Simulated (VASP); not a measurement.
Input of a VASP 6.6.1 run:

Contents of INCAR:

```
PREC     = Accurate       # precision mode
ENCUT    = 520            # plane-wave cutoff, eV
EDIFF    = 1E-7           # SCF threshold, eV
ISMEAR   = 0              # smearing method
SIGMA    = 0.15           # smearing width, eV
LREAL    = False          # projectors in reciprocal space
LASPH    = True           # aspherical terms in the spheres
NELM     = 100            # most SCF steps
ALGO     = Fast           # electronic algorithm
ISIF     = 2              # what is computed and relaxed
LWAVE    = False          # write WAVECAR
LCHARG   = False          # write CHGCAR
GGA      = PE             # functional
IVDW     = 12             # dispersion correction
NBANDS   = 12             # bands
```

File KPOINTS:

```
regular mesh
0
Gamma
  6 25 3
```

The input POSCAR:

```
Cu
1.0
  -11.5689547596      0.0000000000     -0.0000019255
    0.0000000000     -2.2922571009      0.0000000000
   -4.5951044178      0.0000000000     22.4933410912
Cu
1
Direct
    0.5066218325      0.5000000000      0.4833283999
```

Potentials or basis: VASP PAW PBE potentials, release 64 (Cu).

Run with:

```console
$ cat potpaw_PBE.64/Cu/POTCAR > POTCAR
$ mpirun -np 1 vasp_std > vasp.out
```

Question: Estimate the pressure.

Answer: 0.0 GPa.

Question: What does it give for the dispersion energy per atom?

Answer: -0.041 eV.

Caveat: pairwise dispersion overbinds metals, which lowers pressure and volume.
